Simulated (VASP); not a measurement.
# PtSe2 (P-3m1) in VASP: a series of runs

PtSe2 is run at these levels: PBE; tasks: single point.

Program: VASP 6.6.1. These are calculated values, not measurements. Logs are shortened: lines on timing, memory, paths and dates and some standing lists are left out, and cuts for length are marked.

## Step 1: The cell of the first run

Symmetry: P-3m1, No. 164, trigonal system. The conventional cell has a = 3.754 Å, b = 3.754 Å, c = 6.305 Å, α = 90.00°, β = 90.00°, γ = 120.00°. Pt (site symmetry -3m) has 6 Se at 2.53 Å within 3.3 Å. Within 3.3 Å of Se (site symmetry 3m) lie 3 Pt at 2.53 Å.

## Step 2: Single point, PBE

File INCAR:

```
ALGO = Normal
EDIFF = 1E-6
ENCUT = 520
GGA = PE
ISIF = 2
ISMEAR = 0
LASPH = True
LCHARG = False
LREAL = False
LWAVE = False
NBANDS = 18
NELM = 60
PREC = Accurate
SIGMA = 0.02
```

File KPOINTS:

```
k-points
0
Gamma
  12 12 6
```

File POSCAR:

```
PtSe2
1.0
    3.7535431292      0.0000000000      0.0000000000
   -1.8767715646      3.2506637041      0.0000000000
    0.0000000000      0.0000000000      6.3048681842
Pt Se
1 2
Direct
    0.0000000000      0.0000000000      0.0000000000
    0.6666666667      0.3333333333      0.7929271588
    0.3333333333      0.6666666667      0.2070728412
```

Potentials or basis: VASP PAW PBE potentials, release 64 (Pt, Se).

Command:

```bash
cat potpaw_PBE.64/Pt/POTCAR potpaw_PBE.64/Se/POTCAR > POTCAR
mpirun -np 1 vasp_std > vasp.out
```

OUTCAR:

```text
EDIFF = 1E-6
   ENCUT = 520
   GGA = PE
   ISIF = 2
   ISMEAR = 0
   LASPH = True
   LREAL = False
   NELM = 60
   PREC = Accurate

 ion  position               nearest neighbor table
   1  0.000  0.000  0.000-   2 2.53   3 2.53   2 2.53   3 2.53   2 2.53   3 2.53
   2  0.667  0.333  0.793-   1 2.53   1 2.53   1 2.53
   3  0.333  0.667  0.207-   1 2.53   1 2.53   1 2.53

  LATTYP: Found a hexagonal cell.
 ALAT       =     3.7535431292
 C/A-ratio  =     1.6797111335

  Lattice vectors:

 A1 = (   3.7535431292,   0.0000000000,   0.0000000000)
 A2 = (  -1.8767715646,   3.2506637041,   0.0000000000)
 A3 = (   0.0000000000,   0.0000000000,   6.3048681842)

Analysis of symmetry for initial positions (statically):
=====================================================================
 Subroutine PRICEL returns:
 Original cell was already a primitive cell.

 Routine SETGRP: Setting up the symmetry group for a
 hexagonal supercell.

 Subroutine GETGRP returns: Found 12 space group operations
 (whereof 12 operations were pure point group operations)
 out of a pool of 24 trial point group operations.

The static configuration has the point symmetry D_3d.

Analysis of symmetry for dynamics (positions and initial velocities):
=====================================================================
 Subroutine PRICEL returns:
 Original cell was already a primitive cell.

 Routine SETGRP: Setting up the symmetry group for a
 hexagonal supercell.

 Subroutine GETGRP returns: Found 12 space group operations
 (whereof 12 operations were pure point group operations)
 out of a pool of 24 trial point group operations.

The dynamic configuration has the point symmetry D_3d.

 Subroutine INISYM returns: Found 12 space group operations
 (whereof 12 operations are pure point group operations),
 and found     1 'primitive' translations

----------------------------------------------------------------------------------------

                                     Primitive cell

  volume of cell :      76.9289

  direct lattice vectors                    reciprocal lattice vectors
     3.753543129  0.000000000  0.000000000     0.266414949  0.153814742  0.000000000
    -1.876771565  3.250663704  0.000000000     0.000000000  0.307629485  0.000000000
     0.000000000  0.000000000  6.304868184     0.000000000  0.000000000  0.158607598
[... 78 lines left out ...]
   ISTART =      0    job   : 0-new  1-cont  2-samecut
   ICHARG =      2    charge: 1-file 2-atom 10-const
   ISPIN  =      1    spin polarized calculation?
   LNONCOLLINEAR =      F non collinear calculations
   LSORBIT =      F    spin-orbit coupling
   LASPH  =      T    aspherical Exc in radial PAW
   ENCUT  =  520.0 eV  38.22 Ry    6.18 a.u.   6.98  6.98 11.72*2*pi/ulx,y,z
   NELM   =     60;   NELMIN=  2; NELMDL= -5     # of ELM steps
   EDIFF  = 0.1E-05   stopping-criterion for ELM
   LREAL  =      F    real-space projection
   EDIFFG = 0.1E-04   stopping-criterion for IOM
   NSW    =      0    number of steps for IOM
   IBRION =     -1    ionic relax: 0-MD 1-quasi-New 2-CG
   NFREE  =      0    steps in history (QN), initial steepest desc. (CG)
   ISIF   =      2    stress and relaxation
   ISYM   =      2    0-nonsym 1-usesym 2-fastsym
   POTIM  = 0.5000    time-step for ionic-motion
   TEBEG  =    0.0;   TEEND  =   0.0 temperature during run
   PSTRESS=    0.0 pullay stress
   NELECT =      22.0000    total number of electrons
   NUPDOWN=      -1.0000    fix difference up-down
   EMIN   =  10.00;   EMAX   =-10.00  energy-range for DOS
   EFERMI =   0.00;   METHOD = LEGACY
   ISMEAR =     0;   SIGMA  =   0.02  broadening in eV -4-tet -1-fermi 0-gaus
   EFERMI_NEDOS =   21; number of points for ismear=-14 and -15
   IALGO  =     38    algorithm
   IMIX   =      4    mixing-type and parameters
     AMIX     =   0.40;   BMIX     =  1.00
     AMIX_MAG =   1.60;   BMIX_MAG =  1.00
  volume/ion in A,a.u.               =      25.64       173.05
  Fermi-wavevector in a.u.,A,eV,Ry     =   1.078581  2.038222 15.828146  1.163336
  Thomas-Fermi vector in A             =   2.214523
   LORBIT       =      0    0 simple, 1 ext, 2 COOP (PROOUT), +10 PAW based schemes
   GGA     = PE    functional components
   LHFCALC =     F    Hartree Fock is set to
   AEXX    =    0.0000 exact exchange contribution
   IVDW    =     0    specifies the selected vdW correction
   LEPSILON=     F    determine dielectric tensor
   LRPA    =     F    only Hartree local field effects (RPA)
 non-spin polarized calculation
 Gauss-broadening in eV      SIGMA  =   0.02
  energy-cutoff  :      520.00
  volume of cell :       76.93
 maximum number of plane-waves:      2085
   NGX = 13   NGY = 13   NGZ = 23

 number of electron      21.9999997 magnetization

 Free energy of the ion-electron system (eV)
  ---------------------------------------------------
  ext. energy  EPLUGINS =         0.00000000
  ---------------------------------------------------
  free energy    TOTEN  =       -14.30253913 eV

  energy without entropy =      -14.30253913  energy(sigma->0) =      -14.30253913

 E-fermi :   3.4928     XC(G=0):  -9.1819

 val. band max:        3.4072877502   @ k =   0.0833   0.0833   0.0000
 cond. band min:       4.1192746705   @ k =   0.0000   0.2500   0.3333
 fundamental gap:      0.7119869204
 Fermi energy:         3.4928034242

 k-point     1 :       0.0000    0.0000    0.0000
  band No.  band energies     occupation
      1     -10.8939      2.00000
      2      -9.0268      2.00000
      3      -2.1391      2.00000
      4      -1.9653      2.00000
      5      -1.9653      2.00000
      6       0.2741      2.00000
[... 481 lines left out ...]
      5      -1.6905      2.00000
      6      -0.2125      2.00000
[... 10 lines left out ...]
     17      12.2203      0.00000
     18      12.4736      0.00000

 [... further k-points ...]
[... 5 lines left out ...]
  --------------------------------------------------------------------------------------
  -------------------------------------------------------------------------------------
  Total       -0.0157672     -0.0157672      0.0134882      0.0000000      0.0000000      0.0000000
  in kB       -0.3283801     -0.3283801      0.2809160      0.0000000      0.0000000      0.0000000
  external PRESSURE =      -0.1252814 kB  Pullay stress =       0.0000000 kB

 VOLUME and BASIS-vectors are now :
 -----------------------------------------------------------------------------
  energy-cutoff  :      520.00
  volume of cell :       76.93
      direct lattice vectors                 reciprocal lattice vectors
     3.753543129  0.000000000  0.000000000     0.266414949  0.153814742  0.000000000
    -1.876771565  3.250663704  0.000000000     0.000000000  0.307629485  0.000000000
     0.000000000  0.000000000  6.304868184     0.000000000  0.000000000  0.158607598

 POSITION                                       TOTAL-FORCE (eV/Angst)
 -----------------------------------------------------------------------------------
      0.00000      0.00000      0.00000        -0.000000      0.000000      0.000000
      1.87677      1.08355      4.99930         0.000000      0.000000      0.003435
     -0.00000      2.16711      1.30557         0.000000     -0.000000     -0.003435
 -----------------------------------------------------------------------------------
    total drift:                               -0.000000      0.000000      0.000000

  FREE ENERGIE OF THE ION-ELECTRON SYSTEM (eV)
  ---------------------------------------------------
  free  energy   TOTEN  =       -14.3025391334 eV

  energy  without entropy=      -14.3025391334  energy(sigma->0) =      -14.30253913
```

stdout:

```text
POSCAR found type information on POSCAR PtSe
 POSCAR found :  2 types and       3 ions
 scaLAPACK will be used
 LDA part: xc-table for (Slater+PW92), standard interpolation
 POSCAR, INCAR and KPOINTS ok, starting setup
 FFT: planning ... GRIDC
 FFT: planning ... GRID_SOFT
 FFT: planning ... GRID
 WAVECAR not read
 entering main loop
```

It took 39 s on 1 thread of Intel Xeon 6975P-C (Granite Rapids), shared host; peak memory 0.28 GiB.

Results:

```yaml
Free_energy: -14.3025 eV
Pressure: 0.0 GPa
Largest_force: 0.003 eV/Å
Band_gap_on_the_k_mesh: 0.71 eV, indirect (least direct gap 0.98 eV)
```

Forces on the atoms (eV/Å):
```
Pt   0.000  0.000  0.000
Se   0.000  0.000  0.003
Se   0.000  0.000 -0.003
```

Levels at points of the mesh, in eV from the valence-band top:
```tsv
k point	band 8	band 9	band 10	band 11	band 12	band 13	band 14	band 15
(0.00, 0.00, 0.00)	-1.72	-0.36	-0.36	-0.18	2.51	2.51	4.14	5.07
(0.50, 0.00, 0.00)	-2.58	-2.24	-2.21	-2.02	1.80	2.44	4.63	5.98
(0.00, 0.00, 0.50)	-1.53	-1.36	-0.41	-0.41	2.62	2.62	5.20	5.84
(0.50, 0.00, 0.50)	-2.63	-2.32	-2.13	-1.40	2.06	2.22	4.32	5.60
```

Caveat: spin-orbit coupling is left out, which moves the levels of the heavy elements; this functional lacks dispersion, which binds the layers, so the pressure and a relaxed spacing across them are unreliable.

## Step 3: Single point, PBE (equal strain along all axes, cell held: -3.0 %, then relaxed in part)

File INCAR:

```
SYSTEM = PtSe2
PREC = Accurate ; ENCUT = 520
EDIFF = 1E-6 ; ISMEAR = 0
SIGMA = 0.02 ; LREAL = .False.
LASPH = .True. ; NELM = 80
ALGO = Normal ; ISIF = 2
LWAVE = .False. ; LCHARG = .True.
GGA = PE ; LELF = .True.
LVHAR = .True. ; NBANDS = 18
```

File KPOINTS:

```
Automatic mesh
0
Gamma
  12 12 4
  0 0 0
```

File POSCAR:

```
PtSe2
1.0
    3.6390127012      0.0000000000      0.0000000000
   -1.8195063506      3.1514774439      0.0000000000
    0.0000000000      0.0000000000      6.3062926276
Pt Se
1 2
Direct
    0.0000000000      0.0000000000      0.0000000000
    0.6666666667      0.3333333333      0.7828971395
    0.3333333333      0.6666666667      0.2171028605
```

Potentials or basis: VASP PAW PBE potentials, release 64 (Pt, Se).

Command:

```bash
cat potpaw_PBE.64/Pt/POTCAR potpaw_PBE.64/Se/POTCAR > POTCAR
mpirun -np 1 vasp_std > vasp.out
```

Run time: 56 s. Hardware: 1 thread of Intel Xeon Platinum 8488C (Sapphire Rapids), shared host; peak memory 0.24 GiB.

The run converged. Its results:

```
Free energy            : -14.2335 eV
Pressure               : 3.4 GPa
Largest force          : 0.005 eV/Å
Band gap on the k mesh : 0.90 eV, indirect (least direct gap 1.07 eV)
```

Forces on the atoms (eV/Å):
```
Pt   0.000  0.000  0.000
Se   0.000  0.000 -0.005
Se   0.000  0.000  0.005
```

Stress tensor (GPa, compression positive):
```
4.93 0.00 0.00
0.00 4.93 0.00
0.00 0.00 0.38
```

Levels at points of the mesh, in eV from the valence-band top:
| k point | band 7 | band 8 | band 9 | band 10 | band 11 | band 12 | band 13 | band 14 | band 15 | band 16 |
| --- | --- | --- | --- | --- | --- | --- | --- | --- | --- | --- |
| (0.00, 0.00, 0.00) | -3.13 | -1.89 | -0.18 | -0.06 | -0.06 | 2.74 | 2.74 | 4.51 | 5.35 | 8.51 |
| (0.50, 0.00, 0.00) | -2.59 | -2.46 | -2.21 | -2.06 | -1.91 | 1.96 | 2.62 | 4.88 | 6.07 | 7.94 |
| (0.00, 0.00, 0.50) | -3.13 | -1.77 | -1.40 | -0.11 | -0.11 | 2.86 | 2.86 | 5.49 | 6.41 | 8.11 |
| (0.50, 0.00, 0.50) | -2.72 | -2.46 | -2.11 | -1.80 | -1.48 | 2.36 | 2.42 | 4.30 | 5.56 | 7.09 |

Caveat: the cell differs from its parent crystal (equal strain along all axes, cell held: -3.0 %, then relaxed in part); spin-orbit coupling is left out, which moves the levels of the heavy elements; this functional lacks dispersion, which binds the layers, so the pressure and a relaxed spacing across them are unreliable.

## Step 4: Single point, PBE (equal strain along all axes, cell held: -2.0 %, then relaxed in part)

File INCAR:

```
SYSTEM = PtSe2
PREC     = Accurate       ! precision mode
ENCUT    = 520            ! plane-wave cutoff, eV
EDIFF    = 1E-6           ! SCF threshold, eV
ISMEAR   = 0              ! smearing method
SIGMA    = 0.02           ! smearing width, eV
LREAL    = .False.        ! projectors in reciprocal space
LASPH    = .True.         ! aspherical terms in the spheres
NELM     = 60             ! most SCF steps
ALGO     = Normal         ! electronic algorithm
ISIF     = 2              ! what is computed and relaxed
LWAVE    = .False.        ! write WAVECAR
LCHARG   = .True.         ! write CHGCAR
GGA      = PE             ! functional
LELF     = .True.         ! ELF
LVHAR    = .True.       
NBANDS   = 18             ! bands
```

KPOINTS is that of step 3.

File POSCAR:

```
PtSe2
1.0
    3.6765282961      0.0000000000      0.0000000000
   -1.8382641480      3.1839669021      0.0000000000
    0.0000000000      0.0000000000      6.3713059537
Pt Se
1 2
Direct
    0.0000000000      0.0000000000      0.0000000000
    0.6666666667      0.3333333333      0.7884682947
    0.3333333333      0.6666666667      0.2115317053
```

Command:

```bash
cat potpaw_PBE.64/Pt/POTCAR potpaw_PBE.64/Se/POTCAR > POTCAR
mpirun -np 1 vasp_std > vasp.out
```

Run time: 56 s. Hardware: 1 thread of Intel Xeon Platinum 8488C (Sapphire Rapids), shared host; peak memory 0.24 GiB.

The run converged. Its results:

* Free energy: -14.2727 eV
* Pressure: 2.2 GPa
* Largest force: 0.006 eV/Å
* Band gap on the k mesh: 0.90 eV, indirect (least direct gap 1.07 eV)

Forces on the atoms (eV/Å):
```
Pt   0.000  0.000  0.000
Se   0.000  0.000 -0.006
Se   0.000  0.000  0.006
```

Stress tensor (GPa, compression positive):
```
3.15 0.00 0.00
0.00 3.15 0.00
0.00 0.00 0.21
```

Levels at points of the mesh, in eV from the valence-band top:
| k point | band 9 | band 10 | band 11 | band 12 | band 13 | band 14 |
| --- | --- | --- | --- | --- | --- | --- |
| (0.00, 0.00, 0.00) | -0.18 | -0.13 | -0.13 | 2.72 | 2.72 | 4.40 |
| (0.50, 0.00, 0.00) | -2.10 | -2.08 | -1.96 | 1.98 | 2.59 | 4.81 |
| (0.00, 0.00, 0.50) | -1.36 | -0.17 | -0.17 | 2.82 | 2.82 | 5.41 |
| (0.50, 0.00, 0.50) | -2.15 | -1.88 | -1.44 | 2.34 | 2.37 | 4.34 |

Caveat: the cell differs from its parent crystal (equal strain along all axes, cell held: -2.0 %, then relaxed in part); spin-orbit coupling is left out, which moves the levels of the heavy elements; this functional lacks dispersion, which binds the layers, so the pressure and a relaxed spacing across them are unreliable.

(Part 1 of 2 ends here.)
